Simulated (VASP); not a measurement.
Ta2NbO2:

```
Ta Nb O
1.0
     4.40215    0.00000    0.00000
    -2.20107    3.81237    0.00000
     0.00000    0.00000    4.74148
Ta Nb O
2 1 2
Direct
  0.00000 0.00000 0.50000
  0.00000 0.00000 0.00000
  0.33333 0.66667 0.00000
  0.33333 0.66667 0.36579
  0.33333 0.66667 0.63421
```

| Property | Result |
| --- | --- |
| Program | VASP 6.6.1 |
| Task | relaxation of cell and atoms |
| Functional | PBE |
| Potentials or basis | VASP PAW PBE potentials, release 64 (Ta_pv, Nb_sv, O) |
| Cutoff | 600 eV |
| k mesh | 6 × 6 × 4 |
| Occupations | gaussian, width 0.1 eV |
| Spin | no spin polarisation |

At the start: pressure 43.8 GPa; volume 15.91 Å³/atom.

Q: Where does the relaxation end?

A: Over 25 steps the energy falls by 991.5 meV/atom and the volume is 19.00 Å³/atom (+19.4 %); space group P-6m2 (No. 187, to 0.05 Å).

The path:
```csv
step,energy change (eV),largest force (eV/Å),pressure (GPa),volume (Å³)
1,0.0000,2.0286,43.80,79.57
2,1.3321,0.2521,-18.33,137.84
3,-2.4941,2.4128,-3.40,99.65
4,-2.5587,2.3895,-1.07,97.49
5,-2.5811,2.3984,1.80,95.27
6,-2.5810,2.3921,1.34,95.60
7,-3.0085,1.8889,-0.22,99.15
8,-3.4208,5.8381,5.79,109.72
9,-3.5640,3.6427,1.86,102.05
10,-3.9352,1.1302,2.27,105.84
11,-3.9462,0.3906,2.05,105.27
12,-4.1262,0.9586,-0.50,108.61
13,-4.0254,2.5517,-5.82,116.42
14,-4.2096,1.9748,-2.61,111.77
15,-4.4220,0.4703,-8.14,112.30
16,-4.4226,0.5621,-7.78,112.27
17,-4.6776,0.7461,-5.82,106.70
18,-4.8743,1.1751,-1.70,98.91
19,-4.8849,1.3622,0.13,96.38
20,-4.9463,0.4839,-0.14,95.41
21,-4.9555,0.0516,-0.18,94.86
22,-4.9555,0.0211,-0.18,94.89
23,-4.9568,0.0252,0.31,94.75
24,-4.9568,0.0284,0.35,94.74
25,-4.9573,0.0194,0.17,94.98
```

Final structure:
```xyz
5
Lattice="4.2538 0.0000 0.0000 -2.1269 3.6839 0.0000 0.0000 0.0000 6.0614" Properties=species:S:1:pos:R:3 pbc="T T T"
Ta    0.0000    0.0000    3.0307
Ta    0.0000    0.0000    0.0000
Nb    0.0000    2.4559    0.0000
O     0.0000    2.4559    1.9468
O     0.0000    2.4559    4.1147
```

Caveat: the volume moved by over 15 % at a fixed basis, so the end points are rough; an odd number of electrons without spin polarisation forces a metal; a magnetic or distorted state may lie lower.
